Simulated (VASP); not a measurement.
# Li2Se (Fm-3m) in VASP: further runs

Runs on Li2Se. Level: r2SCAN. Tasks: single point.

Program: VASP 6.6.1. These are calculated values, not measurements. Logs are shortened: lines on timing, memory, paths and dates and some standing lists are left out, and cuts for length are marked.

## Step 1: The cell of the first run

It takes space group Fm-3m (No. 225, cubic). Conventional cell: a = 5.800 Å, b = 5.800 Å, c = 5.800 Å, α = 90.00°, β = 90.00°, γ = 90.00°. Within 3.3 Å of Li (site symmetry -43m) lie 4 Se at 2.51 Å and 6 Li at 2.90 Å. Within 3.3 Å of Se (site symmetry m-3m) lie 8 Li at 2.51 Å.

## Step 2: Single point, r2SCAN

POSCAR reads:

```
Li2Se
1.0
    2.8999270758      2.8999270758      0.0000000000
   -2.8999270758      2.8999270758      0.0000000000
    0.0000000000      2.8999270758      2.8999270758
Li Se
2 1
Direct
    0.2500000000      0.7500000000      0.5000000000
    0.7500000000      0.2500000000      0.5000000000
    0.0000000000      0.0000000000      0.0000000000
```

INCAR.step1 reads:

```
  PREC = Accurate
  ENCUT = 830
  ISMEAR = 0
  SIGMA = 0.01
  LREAL = F
  LASPH = T
  NELM = 120
  NBANDS = 13
  GGA = PE
  ALGO = Normal
  EDIFF = 1E-5
  LWAVE = T
  LCHARG = F
  GGA_COMPAT = F
```

INCAR.step2 reads:

```
  PREC = Accurate
  ENCUT = 830
  EDIFF = 1E-6
  ISMEAR = 0
  SIGMA = 0.01
  LREAL = F
  LASPH = T
  NELM = 120
  ALGO = Normal
  ISIF = 2
  LWAVE = F
  LCHARG = F
  METAGGA = R2SCAN
  LMIXTAU = T
  NBANDS = 13
  ISTART = 1
  GGA_COMPAT = F
```

KPOINTS reads:

```
regular mesh
0
Gamma
  8 8 8
```

Potentials or basis: VASP PAW PBE potentials, release 64 (Li_sv, Se).

On the command line:

```sh
$ cat potpaw_PBE.64/Li_sv/POTCAR potpaw_PBE.64/Se/POTCAR > POTCAR
$ cp INCAR.step1 INCAR
$ mpirun -np 1 vasp_std > vasp.out
$ cp INCAR.step2 INCAR
$ mpirun -np 1 vasp_std > vasp.out
```

OUTCAR:

```text
PREC = Accurate
   ENCUT = 830
   EDIFF = 1E-6
   ISMEAR = 0
   LREAL = F
   LASPH = T
   NELM = 120
   ISIF = 2
   METAGGA = R2SCAN
   ISTART = 1

 ion  position               nearest neighbor table
   1  0.250  0.750  0.500-   3 2.51   3 2.51   3 2.51   3 2.51
   2  0.750  0.250  0.500-   3 2.51   3 2.51   3 2.51   3 2.51
   3  0.000  0.000  0.000-   2 2.51   1 2.51   1 2.51   2 2.51   1 2.51   2 2.51   2 2.51   1 2.51

  LATTYP: Found a face centered cubic cell.
 ALAT       =     5.7998541516

  Lattice vectors:

 A1 = (   0.0000000000,   2.8999270758,   2.8999270758)
 A2 = (   2.8999270758,   0.0000000000,   2.8999270758)
 A3 = (   2.8999270758,   2.8999270758,   0.0000000000)

Analysis of symmetry for initial positions (statically):
=====================================================================
 Subroutine PRICEL returns:
 Original cell was already a primitive cell.

 Routine SETGRP: Setting up the symmetry group for a
 face centered cubic supercell.

 Subroutine GETGRP returns: Found 48 space group operations
 (whereof 48 operations were pure point group operations)
 out of a pool of 48 trial point group operations.

The static configuration has the point symmetry O_h .

Analysis of symmetry for dynamics (positions and initial velocities):
=====================================================================
 Subroutine PRICEL returns:
 Original cell was already a primitive cell.

 Routine SETGRP: Setting up the symmetry group for a
 face centered cubic supercell.

 Subroutine GETGRP returns: Found 48 space group operations
 (whereof 48 operations were pure point group operations)
 out of a pool of 48 trial point group operations.

The dynamic configuration has the point symmetry O_h .

 Subroutine INISYM returns: Found 48 space group operations
 (whereof 48 operations are pure point group operations),
 and found     1 'primitive' translations

----------------------------------------------------------------------------------------

                                     Primitive cell

  volume of cell :      48.7743

  direct lattice vectors                    reciprocal lattice vectors
     2.899927076  2.899927076  0.000000000     0.172418129  0.172418129 -0.172418129
    -2.899927076  2.899927076  0.000000000    -0.172418129  0.172418129 -0.172418129
     0.000000000  2.899927076  2.899927076     0.000000000  0.000000000  0.344836258

  length of vectors
     4.101116200  4.101116200  4.101116200     0.298636959  0.298636959  0.344836258

  position of ions in fractional coordinates (direct lattice)
     0.250000000  0.750000000  0.500000000
     0.750000000  0.250000000  0.500000000
     0.000000000  0.000000000  0.000000000

  ion indices of the primitive-cell ions
   primitive index   ion index
                 1           1
                 2           2
                 3           3

----------------------------------------------------------------------------------------

 KPOINTS: regular mesh

Automatic generation of k-mesh.
 Grid dimensions read from file:
 generate k-points for:    8    8    8

 Generating k-lattice:

  Cartesian coordinates                     Fractional coordinates (reciprocal lattice)
     0.021552266  0.021552266 -0.021552266     0.125000000  0.000000000  0.000000000
    -0.021552266  0.021552266 -0.021552266     0.000000000  0.125000000  0.000000000
     0.000000000  0.000000000  0.043104532     0.000000000  0.000000000  0.125000000

  Length of vectors
     0.037329620  0.037329620  0.043104532

  Shift w.r.t. Gamma in fractional coordinates (k-lattice)
     0.000000000  0.000000000  0.000000000

 Subroutine IBZKPT returns following result:
 ===========================================

 Found     29 irreducible k-points:

 Following reciprocal coordinates:
            Coordinates               Weight
  0.000000  0.000000  0.000000      1.000000
  0.125000  0.000000  0.000000      8.000000
  0.250000  0.000000  0.000000      8.000000
  0.375000  0.000000  0.000000      8.000000
  0.500000  0.000000  0.000000      4.000000
  0.125000  0.125000  0.000000     12.000000
[... 16 lines left out ...]
  0.375000  0.250000  0.125000     48.000000
  0.500000  0.250000  0.125000     24.000000
 [... further k-points ...]
   k-points           NKPTS =     29   k-points in BZ     NKDIM =     29   number of bands    NBANDS=     13
   number of dos      NEDOS =    301   number of ions     NIONS =      3
   total plane-waves  NPLWV =  64000
   dimension x,y,z NGX =    40 NGY =   40 NGZ =   40
   dimension x,y,z NGXF=    80 NGYF=   80 NGZF=   80
   ions per type =               2   1
   NGX,Y,Z   is equivalent  to a cutoff of  16.21, 16.21, 16.21 a.u.
   NGXF,Y,Z  is equivalent  to a cutoff of  32.43, 32.43, 32.43 a.u.
 SYSTEM =  unknown system
   PREC   = accura    normal or accurate (medium, high low for compatibility)
   ISTART =      1    job   : 0-new  1-cont  2-samecut
   ICHARG =      0    charge: 1-file 2-atom 10-const
   ISPIN  =      1    spin polarized calculation?
   LNONCOLLINEAR =      F non collinear calculations
   LSORBIT =      F    spin-orbit coupling
   LASPH  =      T    aspherical Exc in radial PAW
   ENCUT  =  830.0 eV  61.00 Ry    7.81 a.u.   9.63  9.63  9.63*2*pi/ulx,y,z
   NELM   =    120;   NELMIN=  2; NELMDL=  0     # of ELM steps
   EDIFF  = 0.1E-05   stopping-criterion for ELM
   LREAL  =      F    real-space projection
   EDIFFG = 0.1E-04   stopping-criterion for IOM
   NSW    =      0    number of steps for IOM
   IBRION =     -1    ionic relax: 0-MD 1-quasi-New 2-CG
   NFREE  =      0    steps in history (QN), initial steepest desc. (CG)
   ISIF   =      2    stress and relaxation
   ISYM   =      2    0-nonsym 1-usesym 2-fastsym
   POTIM  = 0.5000    time-step for ionic-motion
   TEBEG  =    0.0;   TEEND  =   0.0 temperature during run
   PSTRESS=    0.0 pullay stress
   NELECT =      12.0000    total number of electrons
   NUPDOWN=      -1.0000    fix difference up-down
   EMIN   =  10.00;   EMAX   =-10.00  energy-range for DOS
   EFERMI =   0.00;   METHOD = LEGACY
   ISMEAR =     0;   SIGMA  =   0.01  broadening in eV -4-tet -1-fermi 0-gaus
   EFERMI_NEDOS =   21; number of points for ismear=-14 and -15
   IALGO  =     38    algorithm
   IMIX   =      4    mixing-type and parameters
     AMIX     =   0.40;   BMIX     =  1.00
     AMIX_MAG =   1.60;   BMIX_MAG =  1.00
  volume/ion in A,a.u.               =      16.26       109.72
  Fermi-wavevector in a.u.,A,eV,Ry     =   1.025821  1.938520 14.317524  1.052308
  Thomas-Fermi vector in A             =   2.159681
   LORBIT       =      0    0 simple, 1 ext, 2 COOP (PROOUT), +10 PAW based schemes
   METAGGA = R2SCAN    functional components
   LHFCALC =     F    Hartree Fock is set to
   AEXX    =    0.0000 exact exchange contribution
   IVDW    =     0    specifies the selected vdW correction
   LEPSILON=     F    determine dielectric tensor
   LRPA    =     F    only Hartree local field effects (RPA)
 non-spin polarized calculation
 Gauss-broadening in eV      SIGMA  =   0.01
  energy-cutoff  :      830.00
  volume of cell :       48.77
 maximum number of plane-waves:      2689
   NGX = 19   NGY = 19   NGZ = 19

 number of electron      11.9999997 magnetization

 Free energy of the ion-electron system (eV)
  ---------------------------------------------------
  ext. energy  EPLUGINS =         0.00000000
  ---------------------------------------------------
  free energy    TOTEN  =       -23.38638805 eV

  energy without entropy =      -23.38638805  energy(sigma->0) =      -23.38638805

 E-fermi :   1.4146     XC(G=0):  -9.0359

 val. band max:        1.3279667076   @ k =   0.0000   0.0000   0.0000
 cond. band min:       4.7013429386   @ k =   0.5000   0.5000   0.0000
 fundamental gap:      3.3733762310
 Fermi energy:         1.4145729660

 k-point     1 :       0.0000    0.0000    0.0000
  band No.  band energies     occupation
      1     -44.6851      2.00000
      2     -44.6499      2.00000
      3     -10.7450      2.00000
      4       1.3280      2.00000
      5       1.3280      2.00000
      6       1.3280      2.00000
      7       5.9636      0.00000
      8       7.6789      0.00000
      9       7.6789      0.00000
     10       7.6789      0.00000
     11      12.8252      0.00000
     12      12.8252      0.00000
     13      13.6638      0.00000

 k-point     2 :       0.1250    0.0000    0.0000
  band No.  band energies     occupation
      1     -44.6837      2.00000
      2     -44.6512      2.00000
      3     -10.6845      2.00000
      4       0.6280      2.00000
      5       1.2212      2.00000
      6       1.2212      2.00000
      7       6.4299      0.00000
      8       7.9418      0.00000
      9       7.9418      0.00000
     10       8.1629      0.00000
     11      11.6676      0.00000
     12      11.6676      0.00000
     13      13.8132      0.00000

 k-point     3 :       0.2500    0.0000    0.0000
  band No.  band energies     occupation
      1     -44.6796      2.00000
      2     -44.6547      2.00000
      3     -10.5293      2.00000
      4      -0.6134      2.00000
      5       0.9926      2.00000
      6       0.9926      2.00000
      7       7.0543      0.00000
      8       8.2676      0.00000
      9       8.2676      0.00000
     10       9.3076      0.00000
     11      11.3406      0.00000
     12      11.3406      0.00000
     13      14.3535      0.00000
[... 305 lines left out ...]
 k-point    23 :       0.3750    0.2500    0.1250
  band No.  band energies     occupation
      1     -44.6721      2.00000
      2     -44.6613      2.00000
      3     -10.2715      2.00000
      4      -1.3535      2.00000
      5      -0.1109      2.00000
      6       0.4270      2.00000
      7       7.2657      0.00000
      8       8.3505      0.00000
      9       9.6164      0.00000
     10      10.2515      0.00000
     11      11.9612      0.00000
     12      14.2138      0.00000
     13      15.9348      0.00000

 k-point    24 :       0.5000    0.2500    0.1250
  band No.  band energies     occupation
      1     -44.6666      2.00000
      2     -44.6666      2.00000
      3     -10.2100      2.00000
      4      -1.6124      2.00000
      5      -0.1330      2.00000
      6       0.2555      2.00000
      7       7.3847      0.00000
      8       8.1927      0.00000
      9      10.1096      0.00000
     10      10.9200      0.00000
     11      12.0752      0.00000
     12      13.6194      0.00000
     13      15.5148      0.00000

 [... further k-points ...]

------------------------ aborting loop because EDIFF is reached ----------------------------------------

  FORCE on cell =-STRESS in cart. coord.  units (eV):
  Direction    XX          YY          ZZ          XY          YZ          ZX
  --------------------------------------------------------------------------------------
  -------------------------------------------------------------------------------------
  Total        1.1783825      1.1783825      1.1783825      0.0000000      0.0000000     -0.0000000
  in kB       38.7084366     38.7084366     38.7084366      0.0000000      0.0000000     -0.0000000
  external PRESSURE =      38.7084366 kB  Pullay stress =       0.0000000 kB

 VOLUME and BASIS-vectors are now :
 -----------------------------------------------------------------------------
  energy-cutoff  :      830.00
  volume of cell :       48.77
      direct lattice vectors                 reciprocal lattice vectors
     2.899927076  2.899927076  0.000000000     0.172418129  0.172418129 -0.172418129
    -2.899927076  2.899927076  0.000000000    -0.172418129  0.172418129 -0.172418129
     0.000000000  2.899927076  2.899927076     0.000000000  0.000000000  0.344836258

 POSITION                                       TOTAL-FORCE (eV/Angst)
 -----------------------------------------------------------------------------------
     -1.44996      4.34989      1.44996        -0.000000     -0.000000      0.000000
      1.44996      4.34989      1.44996         0.000000      0.000000      0.000000
      0.00000      0.00000      0.00000         0.000000     -0.000000      0.000000
 -----------------------------------------------------------------------------------
    total drift:                                0.000000      0.000000     -0.000000

  FREE ENERGIE OF THE ION-ELECTRON SYSTEM (eV)
  ---------------------------------------------------
  free  energy   TOTEN  =       -23.3863880521 eV

  energy  without entropy=      -23.3863880521  energy(sigma->0) =      -23.38638805
```

Run time: 70 s. Hardware: 1 thread of Intel Xeon 6975P-C (Granite Rapids), shared host; peak memory 0.27 GiB.

Results:

```
Free energy            : -23.3864 eV
Pressure               : 3.9 GPa
Band gap on the k mesh : 3.37 eV (least direct gap 4.64 eV)
```

Levels at points of the mesh, in eV from the valence-band top:
| k point | band 2 | band 3 | band 4 | band 5 | band 6 | band 7 | band 8 | band 9 | band 10 | band 11 |
| --- | --- | --- | --- | --- | --- | --- | --- | --- | --- | --- |
| (0.00, 0.00, 0.00) | -45.98 | -12.07 | 0.00 | 0.00 | 0.00 | 4.64 | 6.35 | 6.35 | 6.35 | 11.50 |
| (0.50, 0.00, 0.00) | -45.99 | -11.61 | -3.26 | -0.61 | -0.61 | 6.41 | 6.64 | 6.64 | 9.09 | 13.27 |
| (0.50, 0.50, 0.00) | -45.99 | -11.47 | -2.50 | -1.67 | -1.67 | 3.37 | 7.25 | 12.07 | 12.07 | 13.25 |

Caveat: the cell stands under pressure; the PAW data sets were made with another functional, which shifts forces and pressure a little.

## Step 3: Single point, r2SCAN

POSCAR is that of step 2.

INCAR.step1 reads:

```
SYSTEM = Li2Se
ALGO = Normal
EDIFF = 1E-5
ENCUT = 830
GGA = PE
GGA_COMPAT = .FALSE.
ISMEAR = 0
LASPH = .TRUE.
LCHARG = .FALSE.
LREAL = .FALSE.
LWAVE = .TRUE.
NBANDS = 13
NELM = 120
PREC = Accurate
SIGMA = 0.01
```

INCAR.step2 reads:

```
SYSTEM = Li2Se
ALGO = Normal
EDIFF = 1E-6
ENCUT = 830
GGA_COMPAT = .FALSE.
ISIF = 2
ISMEAR = 0
ISTART = 1
LASPH = .TRUE.
LCHARG = .TRUE.
LELF = .TRUE.
LMIXTAU = .TRUE.
LREAL = .FALSE.
LVHAR = .TRUE.
LWAVE = .FALSE.
METAGGA = R2SCAN
NBANDS = 13
NELM = 120
PREC = Accurate
SIGMA = 0.01
```

KPOINTS reads:

```
k-points
0
G
  8 8 8
  0 0 0
```

Potentials or basis: VASP PAW PBE potentials, release 64 (Li_sv, Se).

On the command line:

```sh
$ cat potpaw_PBE.64/Li_sv/POTCAR potpaw_PBE.64/Se/POTCAR > POTCAR
$ cp INCAR.step1 INCAR
$ mpirun -np 1 vasp_std > vasp.out
$ cp INCAR.step2 INCAR
$ mpirun -np 1 vasp_std > vasp.out
```

Run time: 72 s. Hardware: 1 thread of Intel Xeon 6975P-C (Granite Rapids), shared host; peak memory 0.27 GiB.

It converged, with:

```yaml
Free_energy: -23.3864 eV
Pressure: 3.9 GPa
Band_gap_on_the_k_mesh: 3.37 eV (least direct gap 4.64 eV)
```

Levels at points of the mesh, in eV from the valence-band top:
```
           k point  band 4  band 5  band 6  band 7  band 8  band 9
(0.00, 0.00, 0.00)    0.00    0.00    0.00    4.64    6.35    6.35
(0.50, 0.00, 0.00)   -3.26   -0.61   -0.61    6.41    6.64    6.64
(0.50, 0.50, 0.00)   -2.50   -1.67   -1.67    3.37    7.25   12.07
```

Caveat: the cell stands under pressure; the PAW data sets were made with another functional, which shifts forces and pressure a little. A k mesh can miss the band edges.

## Step 4: Single point, r2SCAN

This run uses another cell than the first one, of 16.96 Å³/atom.

POSCAR reads:

```
Li2Se
1.0
    2.9412779515      2.9412779515      0.0000000000
   -2.9412779515      2.9412779515      0.0000000000
    0.0000000000      2.9412779515      2.9412779515
Li Se
2 1
Direct
    0.2500000000      0.7500000000      0.5000000000
    0.7500000000      0.2500000000      0.5000000000
    0.0000000000      0.0000000000      0.0000000000
```

INCAR.step1 reads:

```
SYSTEM = Li2Se
PREC = Accurate
ENCUT = 830
ISMEAR = 0
SIGMA = 0.01
LREAL = .False.
LASPH = .True.
NELM = 120
NBANDS = 13
GGA = PE
ALGO = Normal
EDIFF = 1E-5
LWAVE = .True.
LCHARG = .False.
GGA_COMPAT = .False.
```

INCAR.step2 reads:

```
SYSTEM = Li2Se
PREC = Accurate
ENCUT = 830
EDIFF = 1E-6
ISMEAR = 0
SIGMA = 0.01
LREAL = .False.
LASPH = .True.
NELM = 120
ALGO = Normal
ISIF = 2
LWAVE = .False.
LCHARG = .False.
METAGGA = R2SCAN
LMIXTAU = .True.
NBANDS = 13
ISTART = 1
GGA_COMPAT = .False.
```

KPOINTS reads:

```
regular mesh
0
Gamma
  8 8 8
  0 0 0
```

On the command line:

```sh
$ cat potpaw_PBE.64/Li_sv/POTCAR potpaw_PBE.64/Se/POTCAR > POTCAR
$ cp INCAR.step1 INCAR
$ mpirun -np 1 vasp_std > vasp.out
$ cp INCAR.step2 INCAR
$ mpirun -np 1 vasp_std > vasp.out
```

Run time: 67 s. Hardware: 1 thread of Intel Xeon 6975P-C (Granite Rapids), shared host; peak memory 0.27 GiB.

The run converged. Its results:

| Item | Value |
| --- | --- |
| Free energy | -23.4242 eV |
| Pressure | 1.9 GPa |
| Band gap on the k mesh | 3.41 eV (least direct gap 4.43 eV) |

Levels at points of the mesh, in eV from the valence-band top:
| k point | band 2 | band 3 | band 4 | band 5 | band 6 | band 7 | band 8 | band 9 | band 10 | band 11 |
| --- | --- | --- | --- | --- | --- | --- | --- | --- | --- | --- |
| (0.00, 0.00, 0.00) | -46.04 | -11.94 | 0.00 | 0.00 | 0.00 | 4.43 | 6.34 | 6.34 | 6.34 | 11.37 |
| (0.50, 0.00, 0.00) | -46.05 | -11.52 | -3.11 | -0.57 | -0.57 | 6.22 | 6.62 | 6.62 | 8.89 | 13.00 |
| (0.50, 0.50, 0.00) | -46.05 | -11.39 | -2.40 | -1.57 | -1.57 | 3.41 | 7.14 | 11.75 | 11.75 | 13.03 |

Caveat: the PAW data sets were made with another functional, which shifts forces and pressure a little.
